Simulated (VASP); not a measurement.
# Al2Ru (I4/mmm) in VASP: notebook

The runs below take Al2Ru through relaxation of shape and atoms at fixed volume, relaxation of cell and atoms, single point, with PBEsol.

Everything below comes from runs of VASP 6.6.1. Logs are shortened: lines on timing, memory, paths and dates and some standing lists are left out, and cuts for length are marked.

## Step 1: The cell of the first run

Symmetry: I4/mmm, No. 139, tetragonal system. Conventional cell: a = 3.090 Å, b = 3.090 Å, c = 8.338 Å, α = 90.00°, β = 90.00°, γ = 90.00°. Within 3.4 Å of Al (site symmetry 4mm) lie 5 Ru at 2.56 to 2.84 Å and 9 Al at 2.65 to 3.09 Å. Ru (site symmetry 4/mmm) has 10 Al at 2.56 to 2.84 Å and 4 Ru at 3.09 Å within 3.4 Å.

## Step 2: Relaxation of shape and atoms at fixed volume, PBEsol (13.27 Å³/atom)

Input file INCAR:

```
  ALGO = Fast
  EDIFF = 1E-6
  EDIFFG = -0.01
  ENCUT = 600
  GGA = PS
  IBRION = 2
  ISIF = 4
  ISMEAR = 0
  LASPH = T
  LCHARG = F
  LREAL = F
  LWAVE = F
  NELM = 100
  NSW = 50
  PREC = Accurate
  SIGMA = 0.1
```

Input file KPOINTS:

```
k-points
0
Gamma
  18 18 18
```

Input file POSCAR:

```
Al2Ru
1.0
   -1.5449133705      1.5449133705      4.1690082381
    1.5449133705     -1.5449133705      4.1690082381
    1.5449133705      1.5449133705     -4.1690082381
Al Ru
2 1
Direct
    0.6590760825      0.6590760825      0.0000000000
    0.3409239175      0.3409239175      0.0000000000
    0.0000000000      0.0000000000      0.0000000000
```

Potentials or basis: VASP PAW PBE potentials, release 64 (Al, Ru_pv).

The run is started by

```console
> cat potpaw_PBE.64/Al/POTCAR potpaw_PBE.64/Ru_pv/POTCAR > POTCAR
> mpirun -np 1 vasp_std > vasp.out
```

OUTCAR:

```text
EDIFF = 1E-6
   EDIFFG = -0.01
   ENCUT = 600
   GGA = PS
   IBRION = 2
   ISIF = 4
   ISMEAR = 0
   LASPH = T
   LREAL = F
   NELM = 100
   NSW = 50
   PREC = Accurate

 ion  position               nearest neighbor table
   1  0.659  0.659  0.000-   3 2.56   3 2.56   3 2.56   3 2.56   2 2.65   2 2.66   2 2.66   2 2.66
                             2 2.66   3 2.84
   2  0.341  0.341  0.000-   3 2.56   3 2.56   3 2.56   3 2.56   1 2.65   1 2.66   1 2.66   1 2.66
                             1 2.66   3 2.84
   3  0.000  0.000  0.000-   1 2.56   1 2.56   1 2.56   2 2.56   1 2.56   2 2.56   2 2.56   2 2.56
                             1 2.84   2 2.84

  LATTYP: Found a body centered tetragonal cell.
 ALAT       =     3.0898267410
 C/A-ratio  =     2.6985385185

  Lattice vectors:

 A1 = (  -1.5449133705,   1.5449133705,   4.1690082381)
 A2 = (   1.5449133705,  -1.5449133705,   4.1690082381)
 A3 = (   1.5449133705,   1.5449133705,  -4.1690082381)

Analysis of symmetry for initial positions (statically):
=====================================================================
 Subroutine PRICEL returns:
 Original cell was already a primitive cell.

 Routine SETGRP: Setting up the symmetry group for a
 body centered tetragonal supercell.

 Subroutine GETGRP returns: Found 16 space group operations
 (whereof 16 operations were pure point group operations)
 out of a pool of 16 trial point group operations.

The static configuration has the point symmetry D_4h.

Analysis of symmetry for dynamics (positions and initial velocities):
=====================================================================
 Subroutine PRICEL returns:
 Original cell was already a primitive cell.

 Routine SETGRP: Setting up the symmetry group for a
 body centered tetragonal supercell.

 Subroutine GETGRP returns: Found 16 space group operations
 (whereof 16 operations were pure point group operations)
 out of a pool of 16 trial point group operations.

The dynamic configuration has the point symmetry D_4h.

 Subroutine INISYM returns: Found 16 space group operations
 (whereof 16 operations are pure point group operations),
 and found     1 'primitive' translations

----------------------------------------------------------------------------------------

                                     Primitive cell

  volume of cell :      39.8016

  direct lattice vectors                    reciprocal lattice vectors
[... 107 lines left out ...]
   IMIX   =      4    mixing-type and parameters
     AMIX     =   0.40;   BMIX     =  1.00
     AMIX_MAG =   1.60;   BMIX_MAG =  1.00
  volume/ion in A,a.u.               =      13.27        89.53
  Fermi-wavevector in a.u.,A,eV,Ry     =   1.301521  2.459518 23.047681  1.693957
  Thomas-Fermi vector in A             =   2.432649
   LORBIT       =      0    0 simple, 1 ext, 2 COOP (PROOUT), +10 PAW based schemes
   GGA     = PS    functional components
   LHFCALC =     F    Hartree Fock is set to
   AEXX    =    0.0000 exact exchange contribution
   IVDW    =     0    specifies the selected vdW correction
   LEPSILON=     F    determine dielectric tensor
   LRPA    =     F    only Hartree local field effects (RPA)
 conjugate gradient relaxation of ions
 non-spin polarized calculation
 RMM-DIIS sequential band-by-band and
 Gauss-broadening in eV      SIGMA  =   0.10
  energy-cutoff  :      600.00
  volume of cell :       39.80
 maximum number of plane-waves:      1345
 NGX is ok and might be reduce to    40
   NGX = 19   NGY = 19   NGZ = 19

--------------------------------------- Ionic step        1  -------------------------------------------

 number of electron      20.0000001 magnetization

 Free energy of the ion-electron system (eV)
  ---------------------------------------------------
  ext. energy  EPLUGINS =         0.00000000
  ---------------------------------------------------
  free energy    TOTEN  =       -20.30655287 eV

  energy without entropy =      -20.30531742  energy(sigma->0) =      -20.30593515

------------------------ aborting loop because EDIFF is reached ----------------------------------------

  FORCE on cell =-STRESS in cart. coord.  units (eV):
  Direction    XX          YY          ZZ          XY          YZ          ZX
  --------------------------------------------------------------------------------------
  -------------------------------------------------------------------------------------
  Total        1.4756226      1.4756226      1.5574627      0.0000000     -0.0000000     -0.0000000
  in kB       59.3997832     59.3997832     62.6941819      0.0000000     -0.0000000     -0.0000000
  external PRESSURE =      60.4979161 kB  Pullay stress =       0.0000000 kB
[... 98 lines left out ...]
--------------------------------------- Ionic step        4  -------------------------------------------

 number of electron      20.0000001 magnetization

 Free energy of the ion-electron system (eV)
  ---------------------------------------------------
  ext. energy  EPLUGINS =         0.00000000
  ---------------------------------------------------
  free energy    TOTEN  =       -20.30709949 eV

  energy without entropy =      -20.30593877  energy(sigma->0) =      -20.30651913

 E-fermi :  10.9746     XC(G=0): -12.1758

 val. band max:       10.9647829751   @ k =  -0.2778   0.2222  -0.0000
 cond. band min:      10.9898796693   @ k =  -0.2778   0.2778   0.0000
 fundamental gap:      0.0250966942
 Fermi energy:        10.9746051621

 k-point     1 :       0.0000    0.0000    0.0000
  band No.  band energies     occupation
      1     -31.6417      2.00000
      2     -31.6417      2.00000
      3     -31.5670      2.00000
      4      -0.1783      2.00000
      5       5.3622      2.00000
      6       6.9733      2.00000
      7       8.9015      2.00000
      8       8.9015      2.00000
      9       9.0155      2.00000
     10       9.9861      2.00000
     11      13.5131      0.00000
     12      15.5549      0.00000
     13      17.2209      0.00000
     14      17.2209      0.00000
[... 377 lines left out ...]
      1     -31.7036      2.00000
      2     -31.6408      2.00000
      3     -31.5604      2.00000
      4       0.7511      2.00000
      5       5.8712      2.00000
      6       7.0615      2.00000
      7       7.3602      2.00000
      8       8.8203      2.00000
      9       9.1060      2.00000
     10       9.9337      2.00000
     11      13.2326      0.00000
     12      14.1758      0.00000
     13      15.0727      0.00000
     14      16.4821      0.00000

 [... further k-points ...]
[... 5 lines left out ...]
  --------------------------------------------------------------------------------------
  -------------------------------------------------------------------------------------
  Total        1.4733374      1.4733374      1.4404195      0.0000000      0.0000000      0.0000000
  in kB       59.3077965     59.3077965     57.9827190      0.0000000      0.0000000      0.0000000
  external PRESSURE =      58.8661040 kB  Pullay stress =       0.0000000 kB
[... 18 lines left out ...]
  FREE ENERGIE OF THE ION-ELECTRON SYSTEM (eV)
  ---------------------------------------------------
  free  energy   TOTEN  =       -20.3070994894 eV

  energy  without entropy=      -20.3059387727  energy(sigma->0) =      -20.30651913

 reached required accuracy - stopping structural energy minimisation
```

CONTCAR:

```text
Al2Ru
   1.00000000000000
    -1.5450881467735043    1.5450881467735043    4.1680651171337777
     1.5450881467735043   -1.5450881467735043    4.1680651171337777
     1.5450881467735043    1.5450881467735043   -4.1680651171337777
  Al              Ru
     2     1
Direct
     0.6596768929703649    0.6596768929703649    1.0000000000000000
     0.3403231070296350    0.3403231070296350    0.0000000000000000
     0.0000000000000000    0.0000000000000000    1.0000000000000000

  0.00000000E+00  0.00000000E+00  0.00000000E+00
  0.00000000E+00  0.00000000E+00  0.00000000E+00
  0.00000000E+00  0.00000000E+00  0.00000000E+00
```

Run time: 20 min. Hardware: 1 thread of Intel Xeon Platinum 8488C (Sapphire Rapids), shared host; peak memory 0.53 GiB.

Results:

| Quantity | Value |
| --- | --- |
| Free energy | -20.3071 eV |
| Energy gained by relaxing | 0.2 meV/atom |
| Ionic steps | 4 |
| Pressure after relaxing | 5.9 GPa |
| Band gap on the k mesh | zero (bands 10 and 11 overlap by 0.17 eV) |

Forces on the atoms (eV/Å):
```
Al   0.000  0.000  0.003
Al   0.000  0.000 -0.003
Ru   0.000  0.000  0.000
```

Step by step:
```
step  energy change (eV)  largest force (eV/Å)  pressure (GPa)  volume (Å³)
   1              0.0000                0.1079            6.05        39.80
   2             -0.0004                0.0162            5.88        39.80
   3             -0.0005                0.0086            5.89        39.80
   4             -0.0005                0.0026            5.89        39.80
```

Final structure:
```cif
data_structure
_symmetry_space_group_name_H-M 'P 1'
_symmetry_Int_Tables_number 1
_cell_length_a 4.7061
_cell_length_b 4.7061
_cell_length_c 4.7061
_cell_angle_alpha 141.667
_cell_angle_beta 141.667
_cell_angle_gamma 55.331
_cell_volume 39.80
loop_
_atom_site_label
_atom_site_type_symbol
_atom_site_fract_x
_atom_site_fract_y
_atom_site_fract_z
_atom_site_occupancy
Al1 Al 0.65968 0.65968 0.00000 1
Al2 Al 0.34032 0.34032 0.00000 1
Ru1 Ru 0.00000 0.00000 0.00000 1
```

Caveat: the PAW data sets were made with another functional, which shifts forces and pressure a little.

## Step 3: Relaxation of cell and atoms, PBEsol

This run uses another cell than the first one, of 13.71 Å³/atom.

Input file INCAR:

```
PREC = Accurate ; ENCUT = 600
EDIFF = 1E-7 ; ISMEAR = 0
SIGMA = 0.1 ; LREAL = False
LASPH = True ; NELM = 80
ALGO = Fast ; ISIF = 3
LWAVE = False ; LCHARG = False
GGA = PS ; IBRION = 2
NSW = 100 ; EDIFFG = -0.005
```

Input file KPOINTS:

```
Automatic mesh
0
Gamma
  18 18 18
```

Input file POSCAR:

```
Al2Ru
1.0
   -1.5604216200      1.5604216200      4.2218055900
    1.5604216200     -1.5604216200      4.2218055900
    1.5604216200      1.5604216200     -4.2218055900
Al Ru
2 1
Direct
    0.6592021900      0.6592021900      0.0000000000
    0.3407978100      0.3407978100      0.0000000000
    0.0000000000      0.0000000000      0.0000000000
```

Potentials or basis: VASP PAW PBE potentials, release 64 (Al, Ru_pv).

The run is started by

```console
> cat potpaw_PBE.64/Al/POTCAR potpaw_PBE.64/Ru_pv/POTCAR > POTCAR
> mpirun -np 1 vasp_std > vasp.out
```

Wall time 20 min (1 thread of Intel Xeon 6975P-C (Granite Rapids), shared host); peak memory 0.56 GiB.

Results (log left out):

- Free energy: -20.3298 eV
- Relaxed volume: 13.68 Å³/atom
- Relaxed cell: a = 4.755 Å, b = 4.755 Å, c = 4.755 Å, α = 141.68°, β = 141.68°, γ = 55.32°
- Space group after relaxing (to 0.1 Å): I4/mmm (No. 139)
- Energy gained by relaxing: 0.1 meV/atom
- Ionic steps: 10
- Pressure after relaxing: 0.0 GPa
- Band gap on the k mesh: zero (bands 10 and 11 overlap by 0.18 eV)

Step by step:
```csv
step,energy change (eV),largest force (eV/Å),pressure (GPa),volume (Å³)
1,0.0000,0.0481,-0.36,41.12
2,-0.0001,0.0373,0.53,40.93
3,-0.0003,0.0027,0.11,41.02
4,-0.0003,0.0037,0.11,41.02
5,-0.0003,0.0091,-0.05,41.06
6,-0.0003,0.0055,-0.01,41.05
7,-0.0003,0.0060,-0.03,41.05
8,-0.0003,0.0055,0.02,41.04
9,-0.0003,0.0056,0.02,41.04
10,-0.0003,0.0000,-0.02,41.05
```

Final structure:
```cif
data_structure
_symmetry_space_group_name_H-M 'P 1'
_symmetry_Int_Tables_number 1
_cell_length_a 4.7554
_cell_length_b 4.7554
_cell_length_c 4.7554
_cell_angle_alpha 141.677
_cell_angle_beta 141.677
_cell_angle_gamma 55.315
_cell_volume 41.05
loop_
_atom_site_label
_atom_site_type_symbol
_atom_site_fract_x
_atom_site_fract_y
_atom_site_fract_z
_atom_site_occupancy
Al1 Al 0.65909 0.65909 0.00000 1
Al2 Al 0.34091 0.34091 0.00000 1
Ru1 Ru 0.00000 0.00000 0.00000 1
```

Levels at points of the mesh, in eV from the Fermi level:
```
           k point  band 6  band 7  band 8  band 9  band 10  band 11  band 12  band 13  band 14
(0.00, 0.00, 0.00)   -3.85   -2.01   -2.01   -1.96    -0.98     2.42     4.65     6.09     6.09
(0.50, 0.00, 0.00)   -4.63   -2.94   -2.75   -2.58    -1.44     0.57     3.06     5.12     6.98
(0.50, 0.50, 0.00)   -3.50   -3.43   -3.10   -1.28    -0.36     0.26     1.83     2.02     4.78
(0.50, 0.50, 0.50)   -4.01   -2.63   -1.57   -1.57    -0.95     3.13     3.13     6.29     6.52
```

Caveat: the PAW data sets were made with another functional, which shifts forces and pressure a little.

## Step 4: Single point, PBEsol

This run uses another cell than the first one, of 12.74 Å³/atom.

Input file INCAR:

```
SYSTEM = Al2Ru
  PREC = Accurate
  ENCUT = 520
  EDIFF = 1E-7
  ISMEAR = -1
  SIGMA = 0.15
  LREAL = .FALSE.
  LASPH = .TRUE.
  NELM = 60
  ALGO = Fast
  ISIF = 2
  LWAVE = .FALSE.
  LCHARG = .FALSE.
  GGA = PS
  NBANDS = 17
```

Input file KPOINTS:

```
regular mesh
0
G
  18 18 18
  0 0 0
```

Input file POSCAR:

```
Al2Ru
1.0
   -1.5259373870      1.5259373870      4.1021513201
    1.5259373870     -1.5259373870      4.1021513201
    1.5259373870      1.5259373870     -4.1021513201
Al Ru
2 1
Direct
    0.6604111708      0.6604111708      0.0000000000
    0.3395888292      0.3395888292      0.0000000000
    0.0000000000      0.0000000000      0.0000000000
```

The run is started by

```console
> cat potpaw_PBE.64/Al/POTCAR potpaw_PBE.64/Ru_pv/POTCAR > POTCAR
> mpirun -np 1 vasp_std > vasp.out
```

Run time: 3.9 min. Hardware: 1 thread of Intel Xeon 6975P-C (Granite Rapids), shared host; peak memory 0.44 GiB.

It converged, with:

```
Free energy            : -20.2165 eV
Pressure               : 15.2 GPa
Band gap on the k mesh : zero (bands 10 and 11 overlap by 0.15 eV)
```

Levels at points of the mesh, in eV from the Fermi level:
```
           k point  band 7  band 8  band 9  band 10  band 11  band 12  band 13  band 14
(0.00, 0.00, 0.00)   -2.09   -2.09   -1.85    -0.92     2.82     4.54     6.51     6.51
(0.50, 0.00, 0.00)   -3.13   -2.78   -2.67    -1.47     0.80     3.52     5.36     7.26
(0.50, 0.50, 0.00)   -3.63   -3.30   -1.19    -0.25     0.46     2.19     2.21     4.98
(0.50, 0.50, 0.50)   -2.82   -1.59   -1.59    -0.88     3.35     3.35     6.40     7.02
```

Caveat: the cell stands under pressure; the PAW data sets were made with another functional, which shifts forces and pressure a little.

## Step 5: The runs side by side

```csv
task,cell,cutoff (eV),smearing,gap on the mesh (eV),pressure (GPa)
relaxation of shape and atoms at fixed volume,"relaxed from a = 4.707 Å, angles 141.7, 141.7, 55.3°, 3 atoms, atomic positions A",600,gaussian 0.1 eV,none,5.9
relaxation of cell and atoms,"relaxed from a = 4.764 Å, angles 141.8, 141.8, 55.2°, 3 atoms, atomic positions B",600,gaussian 0.1 eV,none,0.0
single point,"a = 4.635 Å, angles 141.6, 141.6, 55.5°, 3 atoms, atomic positions C",520,fermi-dirac 0.15 eV,none,15.2
```

Alike in all rows: level PBEsol; potentials or basis VASP PAW PBE potentials, release 64 (Al, Ru_pv); no spin polarisation; k mesh 18 × 18 × 18.

Caveats: the PAW data sets were made with another functional, which shifts forces and pressure a little; the cell stands under pressure (at least some runs).

Absolute energies hang on the potentials; compare differences alone.

The gap in the log of VASP goes by the Fermi energy; the results here count the filled bands.